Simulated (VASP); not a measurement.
# ZrSc3F2 (P6/mmm) in VASP: notebook

Runs on ZrSc3F2. Level: PBE. Tasks: single point.

Program: VASP 6.6.1. These are calculated values, not measurements. Logs are shortened: lines on timing, memory, paths and dates and some standing lists are left out, and cuts for length are marked.

### 1 The cell of the first run

Symmetry: P6/mmm, No. 191, hexagonal system. The conventional cell has a = 3.969 Å, b = 3.969 Å, c = 7.698 Å, α = 90.00°, β = 90.00°, γ = 120.00°. Within 2.2 Å of Zr (site symmetry 6/mmm) lie 2 F at 1.63 Å. Within 3.0 Å of Sc (site symmetry -6m2) lie 3 Zr at 2.29 Å and 3 Sc at 2.29 Å and 6 F at 2.81 Å. Sc (site symmetry 6/mmm) has 2 F at 2.21 Å within 2.9 Å. Within 2.3 Å of F (site symmetry 6mm) lie 1 Zr at 1.63 Å and 1 Sc at 2.21 Å.

The cell was generated, and may not be a known phase.

### 2 Single point, PBE

INCAR reads:

```
SYSTEM = ZrSc3F2
PREC = Accurate ; ENCUT = 520
EDIFF = 1E-6 ; ISMEAR = 0
SIGMA = 0.1 ; LREAL = .FALSE.
LASPH = .TRUE. ; NELM = 80
ALGO = Normal ; ISIF = 2
LWAVE = .FALSE. ; LCHARG = .FALSE.
GGA = PE ; NBANDS = 38
```

KPOINTS reads:

```
regular mesh
0
G
  6 6 2
  0 0 0
```

POSCAR reads:

```
ZrSc3F2
1.0
    3.9689928100      0.0000000000      0.0000000000
   -1.9844964000      3.4372486000      0.0000000000
    0.0000000000      0.0000000000      7.6977031000
Zr Sc F
1 3 2
Direct
    0.0000000000      0.0000000000      0.0000000000
    0.3333333300      0.6666666700      0.0000000000
    0.6666666700      0.3333333300      0.0000000000
    0.0000000000      0.0000000000      0.5000000000
    0.0000000000      0.0000000000      0.7876002800
    0.0000000000      0.0000000000      0.2123997200
```

Potentials or basis: VASP PAW PBE potentials, release 64 (Zr_sv, Sc_sv, F).

On the command line:

```bash
> cat potpaw_PBE.64/Zr_sv/POTCAR potpaw_PBE.64/Sc_sv/POTCAR potpaw_PBE.64/F/POTCAR > POTCAR
> mpirun -np 1 vasp_std > vasp.out
```

OUTCAR:

```text
SYSTEM = ZrSc3F2
   PREC = Accurate
   ENCUT = 520
   EDIFF = 1E-6
   ISMEAR = 0
   LREAL = .FALSE.
   LASPH = .TRUE.
   NELM = 80
   ISIF = 2
   GGA = PE

 ion  position               nearest neighbor table
   1  0.000  0.000  0.000-   5 1.63   6 1.63   2 2.29   3 2.29   2 2.29   3 2.29   3 2.29   2 2.29

   2  0.333  0.667  0.000-   1 2.29   3 2.29   3 2.29   1 2.29   1 2.29   3 2.29
   3  0.667  0.333  0.000-   1 2.29   2 2.29   2 2.29   1 2.29   1 2.29   2 2.29
   4  0.000  0.000  0.500-   5 2.21   6 2.21
   5  0.000  0.000  0.788-   1 1.63   4 2.21
   6  0.000  0.000  0.212-   1 1.63   4 2.21

  LATTYP: Found a hexagonal cell.
 ALAT       =     3.9689928100
 C/A-ratio  =     1.9394600768

  Lattice vectors:

 A1 = (   3.9689928100,   0.0000000000,   0.0000000000)
 A2 = (  -1.9844964000,   3.4372486000,   0.0000000000)
 A3 = (   0.0000000000,   0.0000000000,   7.6977031000)

Analysis of symmetry for initial positions (statically):
=====================================================================
 Subroutine PRICEL returns:
 Original cell was already a primitive cell.

 Routine SETGRP: Setting up the symmetry group for a
 hexagonal supercell.

 Subroutine GETGRP returns: Found 24 space group operations
 (whereof 24 operations were pure point group operations)
 out of a pool of 24 trial point group operations.

The static configuration has the point symmetry D_6h.

Analysis of symmetry for dynamics (positions and initial velocities):
=====================================================================
 Subroutine PRICEL returns:
 Original cell was already a primitive cell.

 Routine SETGRP: Setting up the symmetry group for a
 hexagonal supercell.

 Subroutine GETGRP returns: Found 24 space group operations
 (whereof 24 operations were pure point group operations)
 out of a pool of 24 trial point group operations.

The dynamic configuration has the point symmetry D_6h.

 Subroutine INISYM returns: Found 24 space group operations
 (whereof 24 operations are pure point group operations),
 and found     1 'primitive' translations

----------------------------------------------------------------------------------------

[... 87 lines left out ...]
   ENCUT  =  520.0 eV  38.22 Ry    6.18 a.u.   7.38  7.38 14.31*2*pi/ulx,y,z
   NELM   =     80;   NELMIN=  2; NELMDL= -5     # of ELM steps
   EDIFF  = 0.1E-05   stopping-criterion for ELM
   LREAL  =      F    real-space projection
   EDIFFG = 0.1E-04   stopping-criterion for IOM
   NSW    =      0    number of steps for IOM
   IBRION =     -1    ionic relax: 0-MD 1-quasi-New 2-CG
   NFREE  =      0    steps in history (QN), initial steepest desc. (CG)
   ISIF   =      2    stress and relaxation
   ISYM   =      2    0-nonsym 1-usesym 2-fastsym
   POTIM  = 0.5000    time-step for ionic-motion
   TEBEG  =    0.0;   TEEND  =   0.0 temperature during run
   PSTRESS=    0.0 pullay stress
   NELECT =      59.0000    total number of electrons
   NUPDOWN=      -1.0000    fix difference up-down
   EMIN   =  10.00;   EMAX   =-10.00  energy-range for DOS
   EFERMI =   0.00;   METHOD = LEGACY
   ISMEAR =     0;   SIGMA  =   0.10  broadening in eV -4-tet -1-fermi 0-gaus
   EFERMI_NEDOS =   21; number of points for ismear=-14 and -15
   IALGO  =     38    algorithm
   IMIX   =      4    mixing-type and parameters
     AMIX     =   0.40;   BMIX     =  1.00
     AMIX_MAG =   1.60;   BMIX_MAG =  1.00
  volume/ion in A,a.u.               =      17.50       118.11
  Fermi-wavevector in a.u.,A,eV,Ry     =   1.350853  2.552742 24.827956  1.824803
  Thomas-Fermi vector in A             =   2.478323
   LORBIT       =      0    0 simple, 1 ext, 2 COOP (PROOUT), +10 PAW based schemes
   GGA     = PE    functional components
   LHFCALC =     F    Hartree Fock is set to
   AEXX    =    0.0000 exact exchange contribution
   IVDW    =     0    specifies the selected vdW correction
   LEPSILON=     F    determine dielectric tensor
   LRPA    =     F    only Hartree local field effects (RPA)
 non-spin polarized calculation
 Gauss-broadening in eV      SIGMA  =   0.10
  energy-cutoff  :      520.00
  volume of cell :      105.02
 maximum number of plane-waves:      2879
 NGX is ok and might be reduce to    30
   NGX = 15   NGY = 15   NGZ = 29

 number of electron      58.9999991 magnetization

 Free energy of the ion-electron system (eV)
  ---------------------------------------------------
  ext. energy  EPLUGINS =         0.00000000
  ---------------------------------------------------
  free energy    TOTEN  =       -17.09618989 eV

  energy without entropy =      -17.04212044  energy(sigma->0) =      -17.06915517

 E-fermi :   5.5322     XC(G=0):  -9.8551

 val. band max:        5.5209663100   @ k =   0.0000   0.0000   0.5000
 cond. band min:       5.5454694880   @ k =   0.1667   0.0000   0.0000
 fundamental gap:      0.0245031780
 Fermi energy:         5.5321948644

 k-point     1 :       0.0000    0.0000    0.0000
  band No.  band energies     occupation
      1     -45.5971      2.00000
      2     -44.1368      2.00000
      3     -41.8826      2.00000
      4     -41.7607      2.00000
      5     -27.0423      2.00000
      6     -24.3733      2.00000
[... 563 lines left out ...]
     37       7.6817      0.00000
     38       8.4948      0.00000

------------------------ aborting loop because EDIFF is reached ----------------------------------------

  FORCE on cell =-STRESS in cart. coord.  units (eV):
  Direction    XX          YY          ZZ          XY          YZ          ZX
  --------------------------------------------------------------------------------------
  -------------------------------------------------------------------------------------
  Total       36.6207815     36.6207815     70.4031030      0.0000001      0.0000000      0.0000000
  in kB      558.7091432    558.7091429   1074.1129961      0.0000008      0.0000000      0.0000000
  external PRESSURE =     730.5104274 kB  Pullay stress =       0.0000000 kB

 VOLUME and BASIS-vectors are now :
 -----------------------------------------------------------------------------
  energy-cutoff  :      520.00
  volume of cell :      105.02
      direct lattice vectors                 reciprocal lattice vectors
     3.968992810  0.000000000  0.000000000     0.251953089  0.145465184  0.000000000
    -1.984496400  3.437248600  0.000000000     0.000000000  0.290930368  0.000000000
     0.000000000  0.000000000  7.697703100     0.000000000  0.000000000  0.129908882

 POSITION                                       TOTAL-FORCE (eV/Angst)
 -----------------------------------------------------------------------------------
      0.00000      0.00000      0.00000         0.000000     -0.000000      0.000000
     -0.00000      2.29150      0.00000        -0.000000      0.000000      0.000000
      1.98450      1.14575      0.00000         0.000000     -0.000000      0.000000
      0.00000      0.00000      3.84885         0.000000     -0.000000      0.000000
      0.00000      0.00000      6.06271         0.000000     -0.000000    -23.094381
      0.00000      0.00000      1.63499         0.000000      0.000000     23.094381
 -----------------------------------------------------------------------------------
    total drift:                               -0.000000      0.000000     -0.000000

  FREE ENERGIE OF THE ION-ELECTRON SYSTEM (eV)
  ---------------------------------------------------
  free  energy   TOTEN  =       -17.0961898947 eV

  energy  without entropy=      -17.0421204433  energy(sigma->0) =      -17.06915517
```

OSZICAR:

```text
N       E                     dE             d eps       ncg     rms          rms(c)
DAV:   1     0.122795510714E+04    0.12280E+04   -0.28447E+04  1064   0.171E+03
[... 11 lines left out ...]
DAV:  13    -0.171066266794E+02    0.33189E-01   -0.29870E-01  1586   0.168E+00    0.944E-01
DAV:  14    -0.170980728262E+02    0.85539E-02   -0.71983E-02  1704   0.772E-01    0.421E-01
DAV:  15    -0.170966271900E+02    0.14456E-02   -0.37159E-03  1586   0.358E-01    0.200E-01
DAV:  16    -0.170962016097E+02    0.42558E-03   -0.17070E-03  1752   0.151E-01    0.204E-02
DAV:  17    -0.170962019712E+02   -0.36146E-06   -0.63998E-05  1572   0.396E-02    0.314E-02
DAV:  18    -0.170961900154E+02    0.11956E-04   -0.27645E-05  1384   0.263E-02    0.522E-03
DAV:  19    -0.170961898947E+02    0.12075E-06   -0.27794E-06  1122   0.100E-02
   1 F= -.17096190E+02 E0= -.17069155E+02  d E =-.540695E-01
```

stdout:

```text
POSCAR found type information on POSCAR ZrScF
 POSCAR found :  3 types and       6 ions
 scaLAPACK will be used
 LDA part: xc-table for (Slater+PW92), standard interpolation
 POSCAR, INCAR and KPOINTS ok, starting setup
 FFT: planning ... GRIDC
 FFT: planning ... GRID_SOFT
 FFT: planning ... GRID
 WAVECAR not read
 entering main loop
```

It took 2.3 min on 1 thread of Oxide Virtual Turin-like, shared host; peak memory 0.21 GiB.

What came out:

| Item | Value |
| --- | --- |
| Free energy | -17.0962 eV |
| Pressure | 73.1 GPa |
| Largest force | 23.094 eV/Å |
| Band gap on the k mesh | zero (an odd number of electrons rules out a gap without spin polarisation) |

Forces in eV/Å, atoms in the order of the input:
```
Zr    0.000   0.000   0.000
Sc    0.000   0.000   0.000
Sc    0.000   0.000   0.000
Sc    0.000   0.000   0.000
F     0.000   0.000 -23.094
F     0.000   0.000  23.094
```

Stress tensor (GPa, compression positive):
```
 55.87   0.00   0.00
  0.00  55.87   0.00
  0.00   0.00 107.41
```

Levels at points of the mesh, in eV from the Fermi level:
| k point | band 26 | band 27 | band 28 | band 29 | band 30 | band 31 | band 32 | band 33 |
| --- | --- | --- | --- | --- | --- | --- | --- | --- |
| (0.00, 0.00, 0.00) | -1.59 | 0.03 | 0.03 | 0.25 | 0.37 | 0.59 | 0.59 | 0.84 |
| (0.50, 0.00, 0.00) | -0.98 | -0.83 | -0.57 | -0.02 | 0.15 | 0.15 | 0.36 | 1.05 |
| (0.00, 0.00, 0.50) | -2.15 | -0.37 | -0.01 | -0.01 | 0.66 | 0.66 | 1.20 | 1.20 |
| (0.50, 0.00, 0.50) | -0.92 | -0.88 | -0.57 | 0.19 | 0.21 | 0.36 | 0.38 | 1.06 |

Caveat: the k points lie up to 0.41 Å⁻¹ apart, too coarse for converged energies and pressures of a metal; forces of over 1 eV/Å act on the atoms, so gaps and moduli don't describe the material at rest.

### 3 Single point, PBE

This run uses another cell than the first one, of 33.59 Å³/atom.

INCAR reads:

```
SYSTEM = ZrSc3F2
ALGO = Normal ; EDIFF = 1E-7
ENCUT = 520 ; GGA = PE
ISIF = 2 ; ISMEAR = 0
LASPH = .TRUE. ; LCHARG = .FALSE.
LREAL = .FALSE. ; LWAVE = .FALSE.
NBANDS = 38 ; NELM = 60
PREC = Accurate ; SIGMA = 0.1
```

KPOINTS reads:

```
k-points
0
G
  6 6 2
  0 0 0
```

POSCAR reads:

```
ZrSc3F2
1.0
    5.3201126930     -0.0000000039      0.0000000000
   -2.6600563432      4.6073527451      0.0000000000
    0.0000000000      0.0000000000      8.2219608675
Zr Sc F
1 3 2
Direct
    0.0000000000      0.0000000000      0.0000000000
    0.3333333333      0.6666666667      0.0000000000
    0.6666666667      0.3333333333      0.0000000000
    0.0000000000      0.0000000000      0.5000000000
    0.0000000000      0.0000000000      0.7355793800
    0.0000000000      0.0000000000      0.2644206200
```

Potentials or basis: VASP PAW PBE potentials, release 64 (Zr_sv, Sc_sv, F).

On the command line:

```bash
> cat potpaw_PBE.64/Zr_sv/POTCAR potpaw_PBE.64/Sc_sv/POTCAR potpaw_PBE.64/F/POTCAR > POTCAR
> mpirun -np 1 vasp_std > vasp.out
```

Wall time 4.5 min (1 thread of Oxide Virtual Turin-like, shared host); peak memory 0.32 GiB.

It converged, with:

| Property | Result |
| --- | --- |
| Free energy | -34.5401 eV |
| Pressure | 0.3 GPa |
| Largest force | 0.138 eV/Å |
| Band gap on the k mesh | zero (an odd number of electrons rules out a gap without spin polarisation) |

Forces on the atoms (eV/Å):
```
Zr   0.000  0.000  0.000
Sc   0.000  0.000  0.000
Sc   0.000  0.000  0.000
Sc   0.000  0.000  0.000
F    0.000  0.000  0.138
F    0.000  0.000 -0.138
```

Stress tensor (GPa, compression positive):
```
0.29 0.00 0.00
0.00 0.29 0.00
0.00 0.00 0.43
```

Levels at points of the mesh, in eV from the Fermi level:
| k point | band 26 | band 27 | band 28 | band 29 | band 30 | band 31 | band 32 | band 33 | band 34 | band 35 |
| --- | --- | --- | --- | --- | --- | --- | --- | --- | --- | --- |
| (0.00, 0.00, 0.00) | -1.38 | -0.27 | -0.27 | 0.25 | 0.25 | 0.27 | 0.52 | 0.52 | 0.57 | 0.57 |
| (0.50, 0.00, 0.00) | -1.65 | -1.59 | -0.28 | -0.24 | -0.18 | 0.08 | 0.21 | 0.31 | 0.46 | 0.60 |
| (0.00, 0.00, 0.50) | -1.61 | -0.24 | -0.24 | 0.17 | 0.17 | 0.32 | 0.49 | 0.49 | 0.69 | 0.69 |
| (0.50, 0.00, 0.50) | -1.63 | -1.58 | -0.49 | -0.22 | -0.18 | 0.00 | 0.31 | 0.35 | 0.45 | 0.75 |

Caveat: the k points lie up to 0.38 Å⁻¹ apart, too coarse for converged energies and pressures of a metal.

### 4 Single point, PBE

This run uses another cell than the first one, of 34.12 Å³/atom.

INCAR reads:

```
SYSTEM = ZrSc3F2
  PREC = Accurate
  ENCUT = 520
  EDIFF = 1E-6
  ISMEAR = 0
  SIGMA = 0.1
  LREAL = .FALSE.
  LASPH = .TRUE.
  NELM = 80
  ALGO = Normal
  ISIF = 2
  LWAVE = .FALSE.
  LCHARG = .FALSE.
  GGA = PE
  NBANDS = 38
```

KPOINTS reads:

```
Automatic mesh
0
G
  12 12 6
  0 0 0
```

POSCAR reads:

```
ZrSc3F2
1.0
    5.3698243474      0.0000000000      0.0000000000
   -2.6849121737      4.6504042987      0.0000000000
    0.0000000000      0.0000000000      8.1977221930
Zr Sc F
1 3 2
Direct
    0.0000000000      0.0000000000      0.0000000000
    0.3333333333      0.6666666667      0.0000000000
    0.6666666667      0.3333333333      0.0000000000
    0.0000000000      0.0000000000      0.5000000000
    0.0000000000      0.0000000000      0.7365450868
    0.0000000000      0.0000000000      0.2634549132
```

On the command line:

```bash
> cat potpaw_PBE.64/Zr_sv/POTCAR potpaw_PBE.64/Sc_sv/POTCAR potpaw_PBE.64/F/POTCAR > POTCAR
> mpirun -np 1 vasp_std > vasp.out
```

Wall time 22 min (1 thread of Oxide Virtual Turin-like, shared host); peak memory 0.65 GiB.

It converged, with:

```
Free energy            : -34.5457 eV
Pressure               : 0.1 GPa
Largest force          : 0.132 eV/Å
Band gap on the k mesh : zero (an odd number of electrons rules out a gap without spin polarisation)
```

Forces on the atoms (eV/Å):
```
Zr   0.000  0.000  0.000
Sc   0.000  0.000  0.000
Sc   0.000  0.000  0.000
Sc   0.000  0.000  0.000
F    0.000  0.000  0.132
F    0.000  0.000 -0.132
```

Stress tensor (GPa, compression positive):
```
-0.02  0.00  0.00
 0.00 -0.02  0.00
 0.00  0.00  0.38
```

Levels at points of the mesh, in eV from the Fermi level:
| k point | band 27 | band 28 | band 29 | band 30 | band 31 | band 32 | band 33 | band 34 |
| --- | --- | --- | --- | --- | --- | --- | --- | --- |
| (0.00, 0.00, 0.00) | -0.28 | -0.28 | 0.24 | 0.24 | 0.27 | 0.49 | 0.49 | 0.56 |
| (0.50, 0.00, 0.00) | -1.56 | -0.25 | -0.24 | -0.17 | 0.10 | 0.21 | 0.31 | 0.43 |
| (0.00, 0.00, 0.50) | -0.25 | -0.25 | 0.16 | 0.16 | 0.32 | 0.46 | 0.46 | 0.68 |
| (0.50, 0.00, 0.50) | -1.56 | -0.49 | -0.19 | -0.16 | 0.00 | 0.31 | 0.34 | 0.43 |

### 5 Summary

| cell | k mesh | gap on the mesh (eV) | pressure (GPa) | largest force (eV/Å) |
| --- | --- | --- | --- | --- |
| a = 3.969, b = 3.969, c = 7.698 Å, angles 90.0, 90.0, 120.0°, 6 atoms, atomic positions A | 6 × 6 × 2 | none | 73.1 | 23.09 |
| a = 5.320, b = 5.320, c = 8.222 Å, angles 90.0, 90.0, 120.0°, 6 atoms, atomic positions B | 6 × 6 × 2 | none | 0.3 | 0.14 |
| a = 5.370, b = 5.370, c = 8.198 Å, angles 90.0, 90.0, 120.0°, 6 atoms, atomic positions C | 12 × 12 × 6 | none | 0.1 | 0.13 |

Alike in all rows: task single point; level PBE; potentials or basis VASP PAW PBE potentials, release 64 (Zr_sv, Sc_sv, F); no spin polarisation; cutoff (eV) 520; smearing gaussian 0.1 eV.

Caveats: some runs use coarse meshes; forces of over 1 eV/Å act on the atoms, so gaps and moduli don't describe the material at rest (at least some runs).

Absolute energies hang on the potentials; compare differences alone.

The gap in the log of VASP goes by the Fermi energy; the results here count the filled bands.